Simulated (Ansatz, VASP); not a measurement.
# Ni in VASP and in Ansatz

```
Ni
1.0
     3.61500    1.80750    1.80750
     1.80750    3.61500    1.80750
     1.80750    1.80750    3.61500
Ni
2
Direct
  0.00000 0.00000 0.00000
  0.50000 0.50000 0.50000
```

Alike in both runs: task single point; functional PBE; k mesh 13 × 13 × 13; occupations fermi-dirac, width 0.1 eV; collinear spin.

|  | VASP | Ansatz |
| --- | --- | --- |
| version | VASP 6.6.1 | Ansatz 0.2.0 |
| potentials or method | VASP PAW PBE potentials, release 64 (Ni), cutoff 520 eV | PAW, plane waves, scalar-relativistic |
| valence electrons in the cell | 20 | 36 |

VASP gave:

| Item | Value |
| --- | --- |
| pressure (GPa) | -12.7 |
| traceless stress, the component that is largest in VASP (GPa) | 0.06 |
| net moment per atom (μB) | 0.64 |
| size of the moment on the site where the two differ most (μB) | 0.65 |

Q: Estimate Ansatz's values.

A: Pressure (GPa): -12.9; traceless stress, the component that is largest in VASP (GPa): 0.06; net moment per atom (μB): 0.65; size of the moment on the site where the two differ most (μB): 0.69.

Site moments also hang on the region over which each program counts them. With one functional, cell and mesh, what is left measures potentials, basis and numerics. VASP's potentials hold 20 valence electrons a cell and Ansatz's 36, so a difference there can come from the potentials and not from the codes. Ansatz's warnings: no starting moments.
